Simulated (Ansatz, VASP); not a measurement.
# Zn in VASP and in Ansatz

```xyz
2
Lattice="2.6648 0.0000 0.0000 -1.3324 2.3078 0.0000 0.0000 0.0000 4.9467" Properties=species:S:1:pos:R:3 pbc="T T T"
Zn    0.0289    1.5674    1.2655
Zn    1.3324    0.7693    3.7100
```

Alike in both runs: task electric field gradients; functional PBE; k mesh 16 × 16 × 8; occupations fermi-dirac, width 0.03 eV; no spin polarisation.

|  | VASP | Ansatz |
| --- | --- | --- |
| version | VASP 6.6.1 | Ansatz 0.2.0 |
| potentials or method | VASP PAW PBE potentials, release 64 (Zn) | PAW with Ansatz's default frozen-core files, scalar-relativistic |
| plane-wave cutoff (eV) | 520 | 420 |
| valence electrons in the cell | 24 | 24 |

Ansatz gave:

```
pressure (GPa)                                                : -0.4
traceless stress, the component that is largest in VASP (GPa) : -0.20
rms of the force components (eV/Å)                            : 0.039
size of Vzz on the site where it differs most (V/Å²)          : 37.7
```

Task: What did VASP give for the same quantities?

Result: Pressure (GPa): -0.1; traceless stress, the component that is largest in VASP (GPa): -0.34; rms of the force components (eV/Å): 0.040; size of Vzz on the site where it differs most (V/Å²): 37.9.

Atom by atom the forces differ by 0.001 eV/Å (rms over components).
